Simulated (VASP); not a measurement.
# Ga (C2/c) in VASP: a series of runs

The runs below take Ga through relaxation of cell and atoms, single point, with BLYP+D3(BJ), PBE, r2SCAN.

Everything below comes from runs of VASP 6.6.1. Logs are shortened: lines on timing, memory, paths and dates and some standing lists are left out, and cuts for length are marked.

## 1. The cell of the first run

It takes space group C2/c (No. 15, monoclinic). Conventional cell: a = 2.766 Å, b = 8.053 Å, c = 3.332 Å, α = 90.00°, β = 92.02°, γ = 90.00°. Within 3.5 Å of Ga (site symmetry 2) lie 10 Ga at 2.69 to 3.33 Å.

## 2. Relaxation of cell and atoms, BLYP+D3(BJ)

Input file INCAR:

```
PREC = Accurate
ENCUT = 600
EDIFF = 1E-6
ISMEAR = -1
SIGMA = 0.05
LREAL = False
LASPH = True
NELM = 100
ALGO = Fast
ISIF = 3
LWAVE = False
LCHARG = False
GGA = B5
ALDAX = 1.0
AGGAX = 1.0
AGGAC = 1.0
ALDAC = 0.0
IVDW = 12
VDW_S6 = 1.0
VDW_S8 = 2.6996
VDW_A1 = 0.4298
VDW_A2 = 4.2359
IBRION = 2
NSW = 60
EDIFFG = -0.01
```

Input file KPOINTS:

```
regular mesh
0
Gamma
  10 10 8
```

Input file POSCAR:

```
Ga
1.0
    1.3830000000     -4.0265000000      0.0000000000
    1.3830000000      4.0265000000      0.0000000000
   -0.1174474948      0.0000000000      3.3299294416
Ga
2
Direct
    0.1310000000      0.8690000000      0.7500000000
    0.8690000000      0.1310000000      0.2500000000
```

Potentials or basis: VASP PAW PBE potentials, release 64 (Ga_d).

Launch:

```
$ cat potpaw_PBE.64/Ga_d/POTCAR > POTCAR
$ mpirun -np 1 vasp_std > vasp.out
```

OUTCAR:

```text
PREC = Accurate
   ENCUT = 600
   EDIFF = 1E-6
   ISMEAR = -1
   LREAL = False
   LASPH = True
   NELM = 100
   ISIF = 3
   GGA = B5
   IVDW = 12
   IBRION = 2
   NSW = 60
   EDIFFG = -0.01
 IVDW          = 12

 ion  position               nearest neighbor table
   1  0.131  0.869  0.750-   2 2.69   2 2.69   2 2.86   2 2.86   2 2.92   2 2.92
   2  0.869  0.131  0.250-   1 2.69   1 2.69   1 2.86   1 2.86   1 2.92   1 2.92

  LATTYP: Found a base centered monoclinic cell.
 ALAT       =     2.7660000000
 B/A-ratio  =     2.9114244396
 C/A-ratio  =     1.2046276211
 COS(beta)  =    -0.0352483478

  Lattice vectors:

 A1 = (   1.3830000000,  -4.0265000000,   0.0000000000)
 A2 = (   1.3830000000,   4.0265000000,   0.0000000000)
 A3 = (  -0.1174474948,   0.0000000000,   3.3299294416)

Analysis of symmetry for initial positions (statically):
=====================================================================
 Subroutine PRICEL returns:
 Original cell was already a primitive cell.

 Routine SETGRP: Setting up the symmetry group for a
 base centered monoclinic supercell.

 Subroutine GETGRP returns: Found  4 space group operations
 (whereof  2 operations were pure point group operations)
 out of a pool of  4 trial point group operations.

The static configuration has the point symmetry S_2 .
 The point group associated with its full space group is C_2h.

Analysis of symmetry for dynamics (positions and initial velocities):
=====================================================================
 Subroutine PRICEL returns:
 Original cell was already a primitive cell.

 Routine SETGRP: Setting up the symmetry group for a
 base centered monoclinic supercell.

 Subroutine GETGRP returns: Found  4 space group operations
 (whereof  2 operations were pure point group operations)
 out of a pool of  4 trial point group operations.

The dynamic configuration has the point symmetry S_2 .
 The point group associated with its full space group is C_2h.

 Subroutine INISYM returns: Found  4 space group operations
 (whereof  2 operations are pure point group operations),
 and found     1 'primitive' translations

----------------------------------------------------------------------------------------

                                     Primitive cell

  volume of cell :      37.0864

  direct lattice vectors                    reciprocal lattice vectors
     1.383000000 -4.026500000  0.000000000     0.361532899 -0.124177325  0.012751361
     1.383000000  4.026500000  0.000000000     0.361532899  0.124177325  0.012751361
    -0.117447495  0.000000000  3.329929442     0.000000000  0.000000000  0.300306663

  length of vectors
     4.257392541  4.257392541  3.332000000     0.382476983  0.382476983  0.300306663

  position of ions in fractional coordinates (direct lattice)
     0.131000000  0.869000000  0.750000000
     0.869000000  0.131000000  0.250000000

  ion indices of the primitive-cell ions
   primitive index   ion index
                 1           1
                 2           2

----------------------------------------------------------------------------------------

 KPOINTS: regular mesh

Automatic generation of k-mesh.
 Grid dimensions read from file:
 generate k-points for:   10   10    8

 Generating k-lattice:

  Cartesian coordinates                     Fractional coordinates (reciprocal lattice)
     0.036153290 -0.012417733  0.001275136     0.100000000  0.000000000 -0.000000000
     0.036153290  0.012417733  0.001275136     0.000000000  0.100000000 -0.000000000
     0.000000000  0.000000000  0.037538333     0.000000000  0.000000000  0.125000000

  Length of vectors
     0.038247698  0.038247698  0.037538333

  Shift w.r.t. Gamma in fractional coordinates (k-lattice)
     0.000000000  0.000000000  0.000000000

 Subroutine IBZKPT returns following result:
 ===========================================

 Found    227 irreducible k-points:

 Following reciprocal coordinates:
            Coordinates               Weight
  0.000000  0.000000  0.000000      1.000000
  0.100000 -0.000000  0.000000      4.000000
  0.200000 -0.000000  0.000000      4.000000
  0.300000 -0.000000  0.000000      4.000000
  0.400000 -0.000000  0.000000      4.000000
  0.500000 -0.000000  0.000000      2.000000
[... 16 lines left out ...]
  0.300000  0.300000  0.000000      2.000000
  0.400000  0.300000  0.000000      4.000000
 [... further k-points ...]
   k-points           NKPTS =    227   k-points in BZ     NKDIM =    227   number of bands    NBANDS=     17
   number of dos      NEDOS =    301   number of ions     NIONS =      2
   total plane-waves  NPLWV =  36288
   dimension x,y,z NGX =    36 NGY =   36 NGZ =   28
   dimension x,y,z NGXF=    72 NGYF=   72 NGZF=   56
   ions per type =               2
   NGX,Y,Z   is equivalent  to a cutoff of  14.06, 14.06, 13.97 a.u.
   NGXF,Y,Z  is equivalent  to a cutoff of  28.12, 28.12, 27.94 a.u.
 SYSTEM =  unknown system
   PREC   = accura    normal or accurate (medium, high low for compatibility)
   ISTART =      0    job   : 0-new  1-cont  2-samecut
   ICHARG =      2    charge: 1-file 2-atom 10-const
   ISPIN  =      1    spin polarized calculation?
   LNONCOLLINEAR =      F non collinear calculations
   LSORBIT =      F    spin-orbit coupling
   LASPH  =      T    aspherical Exc in radial PAW
   ENCUT  =  600.0 eV  44.10 Ry    6.64 a.u.   8.50  8.50  6.65*2*pi/ulx,y,z
   NELM   =    100;   NELMIN=  2; NELMDL= -5     # of ELM steps
   EDIFF  = 0.1E-05   stopping-criterion for ELM
   LREAL  =      F    real-space projection
   EDIFFG = -.1E-01   stopping-criterion for IOM
   NSW    =     60    number of steps for IOM
   IBRION =      2    ionic relax: 0-MD 1-quasi-New 2-CG
   NFREE  =      1    steps in history (QN), initial steepest desc. (CG)
   ISIF   =      3    stress and relaxation
   ISYM   =      2    0-nonsym 1-usesym 2-fastsym
   POTIM  = 0.5000    time-step for ionic-motion
   TEBEG  =    0.0;   TEEND  =   0.0 temperature during run
   PSTRESS=    0.0 pullay stress
   NELECT =      26.0000    total number of electrons
   NUPDOWN=      -1.0000    fix difference up-down
   EMIN   =  10.00;   EMAX   =-10.00  energy-range for DOS
   EFERMI =   0.00;   METHOD = LEGACY
   ISMEAR =    -1;   SIGMA  =   0.05  broadening in eV -4-tet -1-fermi 0-gaus
   EFERMI_NEDOS =   21; number of points for ismear=-14 and -15
   IALGO  =     68    algorithm
   IMIX   =      4    mixing-type and parameters
     AMIX     =   0.40;   BMIX     =  1.00
     AMIX_MAG =   1.60;   BMIX_MAG =  1.00
  volume/ion in A,a.u.               =      18.54       125.14
  Fermi-wavevector in a.u.,A,eV,Ry     =   1.454323  2.748273 28.777089  2.115056
  Thomas-Fermi vector in A             =   2.571487
   LORBIT       =      0    0 simple, 1 ext, 2 COOP (PROOUT), +10 PAW based schemes
   GGA     = B5    functional components
   LHFCALC =     F    Hartree Fock is set to
   AEXX    =    0.0000 exact exchange contribution
   IVDW    =    12    specifies the selected vdW correction
   LEPSILON=     F    determine dielectric tensor
   LRPA    =     F    only Hartree local field effects (RPA)
 conjugate gradient relaxation of ions
 non-spin polarized calculation
 RMM-DIIS sequential band-by-band and
  energy-cutoff  :      600.00
  volume of cell :       37.09
 maximum number of plane-waves:      1265
 NGX is ok and might be reduce to    36
   NGX = 17   NGY = 17   NGZ = 13

--------------------------------------- Ionic step        1  -------------------------------------------

 number of electron      26.0000011 magnetization

 Free energy of the ion-electron system (eV)
  ---------------------------------------------------
  ext. energy  EPLUGINS =         0.00000000
  ---------------------------------------------------
  free energy    TOTEN  =        -4.17105645 eV

  energy without entropy =       -4.16466630  energy(sigma->0) =       -4.16786137

------------------------ aborting loop because EDIFF is reached ----------------------------------------

 Edisp (eV)   -1.46498

 E8    (eV) :    -1.1126

  FORCE on cell =-STRESS in cart. coord.  units (eV):
  Direction    XX          YY          ZZ          XY          YZ          ZX
  --------------------------------------------------------------------------------------
  -------------------------------------------------------------------------------------
  Total       0.22220     0.16151     0.03978     0.00000     0.00000     0.08177
  in kB       9.59909     6.97754     1.71864     0.00000     0.00000     3.53273
  external pressure =        6.10 kB  Pullay stress =        0.00 kB
[... 97 lines left out ...]
  FREE ENERGIE OF THE ION-ELECTRON SYSTEM (eV)
  ---------------------------------------------------
  free  energy   TOTEN  =        -5.6411120952 eV

  energy  without entropy=       -5.6350299979  energy(sigma->0) =       -5.63807105

[... ionic steps 4 to 29 ...]

--------------------------------------- Ionic step       30  -------------------------------------------

 number of electron      25.9999991 magnetization

------------------------ aborting loop because EDIFF is reached ----------------------------------------

 Edisp (eV)   -1.44356

 E8    (eV) :    -1.0963
[... 69 lines left out ...]
  energy  without entropy=       -5.6422503324  energy(sigma->0) =       -5.64420365

--------------------------------------- Ionic step       32  -------------------------------------------

 number of electron      25.9999992 magnetization

 Free energy of the ion-electron system (eV)
  ---------------------------------------------------
  ext. energy  EPLUGINS =         0.00000000
  ---------------------------------------------------
  free energy    TOTEN  =        -4.20210304 eV

  energy without entropy =       -4.19826555  energy(sigma->0) =       -4.20018429

 E-fermi :   5.9920     XC(G=0): -10.4154

 val. band max:        5.9746151220   @ k =  -0.1000   0.1000   0.0000
 cond. band min:       6.0280895460   @ k =  -0.1000  -0.2000   0.1250
 fundamental gap:      0.0534744240
 Fermi energy:         5.9919887058

 k-point     1 :       0.0000    0.0000    0.0000
  band No.  band energies     occupation
      1      -9.2417      2.00000
      2      -9.2265      2.00000
      3      -9.1568      2.00000
      4      -9.1559      2.00000
      5      -8.9540      2.00000
      6      -8.9456      2.00000
[... 9 lines left out ...]
     16      14.0117      0.00000
     17      15.1322      0.00000
[... 443 lines left out ...]
      1      -9.1645      2.00000
      2      -9.1345      2.00000
      3      -9.0840      2.00000
      4      -9.0499      2.00000
      5      -9.0217      2.00000
      6      -9.0011      2.00000
[... 9 lines left out ...]
     16      12.9880      0.00000
     17      13.0710      0.00000

 [... further k-points ...]

------------------------ aborting loop because EDIFF is reached ----------------------------------------

 Edisp (eV)   -1.44407

 E8    (eV) :    -1.0967

  FORCE on cell =-STRESS in cart. coord.  units (eV):
  Direction    XX          YY          ZZ          XY          YZ          ZX
  --------------------------------------------------------------------------------------
  -------------------------------------------------------------------------------------
  Total      -0.00203    -0.00366    -0.01624     0.00000     0.00000    -0.00268
  in kB      -0.08636    -0.15596    -0.69214     0.00000     0.00000    -0.11422
  external pressure =       -0.31 kB  Pullay stress =        0.00 kB
[... 17 lines left out ...]
  FREE ENERGIE OF THE ION-ELECTRON SYSTEM (eV)
  ---------------------------------------------------
  free  energy   TOTEN  =        -5.6461689832 eV

  energy  without entropy=       -5.6423314997  energy(sigma->0) =       -5.64425024

 reached required accuracy - stopping structural energy minimisation
```

Run time: 50 min. Hardware: 1 thread of Intel Xeon 6975P-C (Granite Rapids), shared host; peak memory 0.32 GiB.

What came out:

```yaml
Free_energy: -5.6462 eV
Relaxed_volume: 18.80 Å³/atom
Relaxed_cell: a = 4.305 Å, b = 4.305 Å, c = 3.223 Å, α = 89.99°, β = 89.99°, γ = 140.99°
Space_group_after_relaxing_to_0.1_Å: Cmcm (No. 63)
Energy_gained_by_relaxing: 5.1 meV/atom
Ionic_steps: 32
Pressure_after_relaxing: 0.0 GPa
Largest_force_after_relaxing: 0.004 eV/Å
Band_gap_on_the_k_mesh: zero (bands 13 and 14 overlap by 8.64 eV)
Dispersion_energy_per_atom: -0.722 eV
```

Forces on the atoms (eV/Å):
```
Ga   0.000 -0.004  0.000
Ga   0.000  0.004  0.000
```

The path:
| step | energy change (eV) | largest force (eV/Å) | pressure (GPa) | volume (Å³) |
| --- | --- | --- | --- | --- |
| 1 | 0.0000 | 0.1666 | 0.61 | 37.09 |
| 2 | -0.0038 | 0.0930 | 0.11 | 37.47 |
| 3 | -0.0051 | 0.0457 | -0.29 | 37.74 |
| 4 | -0.0053 | 0.0248 | -0.48 | 37.87 |
| 5 | -0.0069 | 0.0007 | -0.18 | 37.67 |
| 6 | -0.0074 | 0.0274 | 0.04 | 37.49 |
| 7 | -0.0075 | 0.0323 | 0.04 | 37.45 |
| 8 | -0.0074 | 0.0426 | 0.25 | 37.38 |
| 9 | -0.0075 | 0.0237 | 0.22 | 37.43 |
| 10 | -0.0078 | 0.0208 | -0.02 | 37.57 |
| 11 | -0.0079 | 0.0130 | -0.23 | 37.67 |
| 12 | -0.0081 | 0.0031 | -0.22 | 37.64 |
| 13 | -0.0085 | 0.0460 | 0.01 | 37.54 |
| 14 | -0.0087 | 0.0443 | 0.10 | 37.52 |
| 15 | -0.0088 | 0.0530 | 0.16 | 37.46 |
| 16 | -0.0088 | 0.0537 | 0.14 | 37.49 |
| 17 | -0.0089 | 0.0506 | 0.16 | 37.48 |
| 18 | -0.0091 | 0.0396 | 0.09 | 37.50 |
| 19 | -0.0094 | 0.0265 | 0.03 | 37.53 |
| 20 | -0.0097 | 0.0020 | -0.06 | 37.60 |
| 21 | -0.0097 | 0.0147 | 0.12 | 37.58 |
| 22 | -0.0097 | 0.0043 | 0.05 | 37.59 |
| 23 | -0.0098 | 0.0029 | -0.05 | 37.61 |
| 24 | -0.0101 | 0.0085 | 0.01 | 37.65 |
| 25 | -0.0101 | 0.0131 | -0.23 | 37.67 |
| 26 | -0.0101 | 0.0086 | 0.06 | 37.61 |
| 27 | -0.0101 | 0.0131 | -0.09 | 37.63 |
| 28 | -0.0101 | 0.0094 | -0.02 | 37.62 |
| 29 | -0.0101 | 0.0102 | 0.04 | 37.62 |
| 30 | -0.0101 | 0.0113 | -0.03 | 37.62 |
| 31 | -0.0101 | 0.0023 | -0.04 | 37.61 |
| 32 | -0.0101 | 0.0041 | -0.03 | 37.60 |

Final structure:
```xyz
2
Lattice="1.4373 -4.0582 0.0264 1.4373 4.0582 0.0264 -0.0567 0.0000 3.2224" Properties=species:S:1:pos:R:3 pbc="T T T"
Ga    1.3948    2.9638    2.4432
Ga    1.4231   -2.9638    0.8320
```

Caveat: the PAW data sets were made with another functional, which shifts forces and pressure a little. Zero-point motion and thermal expansion aren't in these numbers.

(Part 1 of 2 ends here.)

The gap in the log of VASP goes by the Fermi energy; the results here count the filled bands.